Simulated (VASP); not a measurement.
A run of VASP 6.6.1 is set up as follows.

Contents of INCAR:

```
PREC = Accurate ; ENCUT = 520
EDIFF = 1E-6 ; ISMEAR = -1
SIGMA = 0.08 ; LREAL = False
LASPH = True ; NELM = 100
ALGO = Normal ; ISIF = 2
LWAVE = False ; LCHARG = False
GGA = PS ; NBANDS = 16
```

The input KPOINTS:

```
regular mesh
0
Gamma
  12 12 12
```

File POSCAR:

```
GaP
1.0
    0.0000000000      2.7252500000      2.7797550000
    2.7252500000      0.0000000000      2.7797550000
    2.7252500000      2.7252500000      0.0000000000
Ga P
1 1
Direct
    0.0000000000      0.0000000000      0.0000000000
    0.7500000000      0.7500000000      0.7500000000
```

Potentials or basis: VASP PAW PBE potentials, release 64 (Ga_d, P).

Command:

```bash
$ cat potpaw_PBE.64/Ga_d/POTCAR potpaw_PBE.64/P/POTCAR > POTCAR
$ mpirun -np 1 vasp_std > vasp.out
```

Question: Estimate the pressure.

Answer: -2.2 GPa.

Question: Predict the band gap on the k mesh.

Answer: 1.41 eV, indirect (least direct gap 1.55 eV).

Stress tensor (GPa, compression positive):
```
-1.69  0.00  0.00
 0.00 -1.69  0.00
 0.00  0.00 -3.21
```

Caveat: the cell differs from its parent crystal (zz strain of +2 %); the PAW data sets were made with another functional, which shifts forces and pressure a little. A k mesh can miss the band edges.
